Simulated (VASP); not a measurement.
# AlNi (Pm-3m) in VASP: further runs, part 2 of 2

VASP 6.6.1. Earlier steps stand in the parts before.

## 5. Single point, PBE

This run uses another cell than the first one, of 12.11 Å³/atom, 1.099 times its volume.

File INCAR:

```
PREC = Accurate
ENCUT = 520
EDIFF = 1E-6
ISMEAR = 0
SIGMA = 0.1
LREAL = F
LASPH = T
NELM = 80
ALGO = Normal
ISIF = 2
LWAVE = F
LCHARG = F
GGA = PE
NBANDS = 14
```

File KPOINTS:

```
regular mesh
0
Gamma
  14 14 14
```

File POSCAR:

```
AlNi
1.0
    2.8930835320      0.0000000000      0.0000000000
    0.0000000000      2.8930835320      0.0000000000
    0.0000000000      0.0000000000      2.8930835320
Al Ni
1 1
Direct
    0.0000000000      0.0000000000      0.0000000000
    0.5000000000      0.5000000000      0.5000000000
```

Potentials or basis: VASP PAW PBE potentials, release 64 (Al, Ni).

Command:

```console
> cat potpaw_PBE.64/Al/POTCAR potpaw_PBE.64/Ni/POTCAR > POTCAR
> mpirun -np 1 vasp_std > vasp.out
```

OUTCAR:

```text
PREC = Accurate
   ENCUT = 520
   EDIFF = 1E-6
   ISMEAR = 0
   LREAL = F
   LASPH = T
   NELM = 80
   ISIF = 2
   GGA = PE

 ion  position               nearest neighbor table
   1  0.000  0.000  0.000-   2 2.51   2 2.51   2 2.51   2 2.51   2 2.51   2 2.51   2 2.51   2 2.51

   2  0.500  0.500  0.500-   1 2.51   1 2.51   1 2.51   1 2.51   1 2.51   1 2.51   1 2.51   1 2.51

  LATTYP: Found a simple cubic cell.
 ALAT       =     2.8930835320

  Lattice vectors:

 A1 = (   2.8930835320,   0.0000000000,   0.0000000000)
 A2 = (   0.0000000000,   2.8930835320,   0.0000000000)
 A3 = (   0.0000000000,   0.0000000000,   2.8930835320)

Analysis of symmetry for initial positions (statically):
=====================================================================
 Subroutine PRICEL returns:
 Original cell was already a primitive cell.

 Routine SETGRP: Setting up the symmetry group for a
 simple cubic supercell.

 Subroutine GETGRP returns: Found 48 space group operations
 (whereof 48 operations were pure point group operations)
 out of a pool of 48 trial point group operations.

The static configuration has the point symmetry O_h .

Analysis of symmetry for dynamics (positions and initial velocities):
[... 166 lines left out ...]

 k-point     1 :       0.0000    0.0000    0.0000
  band No.  band energies     occupation
      1      -1.1853      2.00000
      2       6.6952      2.00000
      3       6.6952      2.00000
      4       8.3459      2.00000
      5       8.3459      2.00000
      6       8.3459      2.00000
      7      15.3077      0.00000
      8      15.3077      0.00000
      9      15.3077      0.00000
     10      17.9454      0.00000
     11      17.9454      0.00000
     12      23.3792      0.00000
     13      30.6422      0.00000
     14      30.6422      0.00000
[... 377 lines left out ...]
      1       1.8256      2.00000
      2       5.6756      2.00000
      3       7.0616      2.00000
      4       7.5843      2.00000
      5       7.8279      2.00000
      6       8.1595      2.00000
      7       9.7520      1.73483
      8      13.5531      0.00000
      9      17.6339      0.00000
     10      18.9164      0.00000
     11      21.3047      0.00000
     12      23.5810      0.00000
     13      25.8284      0.00000
     14      27.3031      0.00000

 [... further k-points ...]
[... 5 lines left out ...]
  --------------------------------------------------------------------------------------
  -------------------------------------------------------------------------------------
  Total       -0.0024256     -0.0024256     -0.0024256      0.0000000     -0.0000000      0.0000000
  in kB       -0.1604886     -0.1604886     -0.1604886      0.0000000     -0.0000000      0.0000000
  external PRESSURE =      -0.1604886 kB  Pullay stress =       0.0000000 kB

 VOLUME and BASIS-vectors are now :
 -----------------------------------------------------------------------------
  energy-cutoff  :      520.00
  volume of cell :       24.21
      direct lattice vectors                 reciprocal lattice vectors
     2.893083532  0.000000000  0.000000000     0.345651962  0.000000000  0.000000000
     0.000000000  2.893083532  0.000000000     0.000000000  0.345651962  0.000000000
     0.000000000  0.000000000  2.893083532     0.000000000  0.000000000  0.345651962

 POSITION                                       TOTAL-FORCE (eV/Angst)
 -----------------------------------------------------------------------------------
      0.00000      0.00000      0.00000         0.000000      0.000000      0.000000
      1.44654      1.44654      1.44654         0.000000      0.000000      0.000000
 -----------------------------------------------------------------------------------
    total drift:                                0.000000      0.000000     -0.000000

  FREE ENERGIE OF THE ION-ELECTRON SYSTEM (eV)
  ---------------------------------------------------
  free  energy   TOTEN  =       -10.5395764527 eV

  energy  without entropy=      -10.5344432132  energy(sigma->0) =      -10.53700983
```

OSZICAR:

```text
N       E                     dE             d eps       ncg     rms          rms(c)
DAV:   1     0.399936847781E+02    0.39994E+02   -0.53712E+03  3408   0.976E+02
DAV:   2    -0.101713232008E+02   -0.50165E+02   -0.45244E+02  3564   0.178E+02
DAV:   3    -0.119345726402E+02   -0.17632E+01   -0.17447E+01  4254   0.372E+01
DAV:   4    -0.119578117792E+02   -0.23239E-01   -0.23233E-01  4036   0.382E+00
DAV:   5    -0.119585123534E+02   -0.70057E-03   -0.70055E-03  4336   0.731E-01    0.118E+01
DAV:   6    -0.138775534964E+02   -0.19190E+01   -0.45924E+01  3942   0.934E+01    0.157E+01
DAV:   7    -0.105658565325E+02    0.33117E+01   -0.13600E+01  3972   0.560E+01    0.100E+00
DAV:   8    -0.105531235315E+02    0.12733E-01   -0.28611E-01  4264   0.559E+00    0.973E-01
DAV:   9    -0.105398941209E+02    0.13229E-01   -0.44292E-02  4248   0.271E+00    0.186E-01
DAV:  10    -0.105395767665E+02    0.31735E-03   -0.15410E-03  4608   0.521E-01    0.683E-02
DAV:  11    -0.105395772686E+02   -0.50214E-06   -0.43735E-05  4110   0.511E-02    0.122E-02
DAV:  12    -0.105395764527E+02    0.81592E-06   -0.25266E-06  3524   0.227E-02
   1 F= -.10539576E+02 E0= -.10537010E+02  d E =-.513324E-02
```

It took 19 s on 1 thread of Intel Xeon Platinum 8259CL at 2.50GHz (Skylake/Cascade Lake), shared host; peak memory 0.16 GiB.

What came out:

```
Free energy : -10.5396 eV
Pressure    : 0.0 GPa
```

Levels at points of the mesh, in eV from the Fermi level:
| k point | band 3 | band 4 | band 5 | band 6 | band 7 | band 8 | band 9 | band 10 | band 11 | band 12 |
| --- | --- | --- | --- | --- | --- | --- | --- | --- | --- | --- |
| (0.00, 0.00, 0.00) | -3.14 | -1.48 | -1.48 | -1.48 | 5.48 | 5.48 | 5.48 | 8.11 | 8.11 | 13.55 |
| (0.50, 0.00, 0.00) | -2.67 | -2.18 | -2.18 | -1.40 | -0.61 | 8.29 | 9.99 | 9.99 | 10.79 | 10.79 |
| (0.50, 0.50, 0.00) | -2.82 | -2.82 | -2.01 | -2.01 | -0.97 | 1.49 | 2.44 | 12.16 | 15.06 | 15.06 |
| (0.50, 0.50, 0.50) | -4.00 | -0.94 | -0.94 | 2.05 | 2.05 | 2.05 | 3.61 | 4.42 | 4.42 | 4.42 |

## 6. Single point, PBE (volume scaled by 1.03)

File INCAR:

```
SYSTEM = AlNi
  ALGO = Normal
  EDIFF = 1E-6
  ENCUT = 520
  GGA = PE
  ISIF = 2
  ISMEAR = 0
  LASPH = .True.
  LCHARG = .True.
  LELF = .True.
  LREAL = .False.
  LVHAR = .True.
  LWAVE = .False.
  NBANDS = 14
  NELM = 100
  PREC = Accurate
  SIGMA = 0.1
```

File KPOINTS:

```
k-points
0
Gamma
  14 14 14
  0 0 0
```

File POSCAR:

```
AlNi
1.0
    2.9217297864      0.0000000000      0.0000000000
    0.0000000000      2.9217297864      0.0000000000
    0.0000000000      0.0000000000      2.9217297864
Al Ni
1 1
Direct
    0.0000000000      0.0000000000      0.0000000000
    0.5000000000      0.5000000000      0.5000000000
```

Potentials or basis: VASP PAW PBE potentials, release 64 (Al, Ni).

Command:

```console
> cat potpaw_PBE.64/Al/POTCAR potpaw_PBE.64/Ni/POTCAR > POTCAR
> mpirun -np 1 vasp_std > vasp.out
```

Wall time 20 s (1 thread of Intel Xeon Platinum 8259CL at 2.50GHz (Skylake/Cascade Lake), shared host); peak memory 0.17 GiB.

It converged, with:

| Property | Result |
| --- | --- |
| Free energy | -10.5295 eV |
| Pressure | -4.4 GPa |

Levels at points of the mesh, in eV from the Fermi level:
```csv
k point,band 5,band 6,band 7,band 8,band 9,band 10
"(0.00, 0.00, 0.00)",-1.43,-1.43,5.35,5.35,5.35,8.02
"(0.50, 0.00, 0.00)",-2.09,-1.34,-0.59,8.26,9.84,9.84
"(0.50, 0.50, 0.00)",-1.92,-1.92,-0.93,1.44,2.30,11.84
"(0.50, 0.50, 0.50)",-0.90,2.07,2.07,2.07,3.35,4.29
```

Caveat: the cell differs from its parent crystal (volume scaled by 1.03). Spin polarisation is off, so any magnetic state and its effect on volume and gap are missing.

## 7. Overview

```csv
cell,gap on the mesh (eV),pressure (GPa)
"a = 2.804 Å, 2 atoms",none,18.4
"a = 2.834 Å, 2 atoms",none,11.3
"a = 2.864 Å, 2 atoms",none,5.0
"a = 2.893 Å, 2 atoms",none,0.0
"a = 2.922 Å, 2 atoms",none,-4.4
```

Alike in all rows: task single point; level PBE; potentials or basis VASP PAW PBE potentials, release 64 (Al, Ni); no spin polarisation; k mesh 14 × 14 × 14; cutoff (eV) 520; smearing gaussian 0.1 eV.

Total energies depend on the potentials used, so only differences within one code and one set of settings carry meaning.
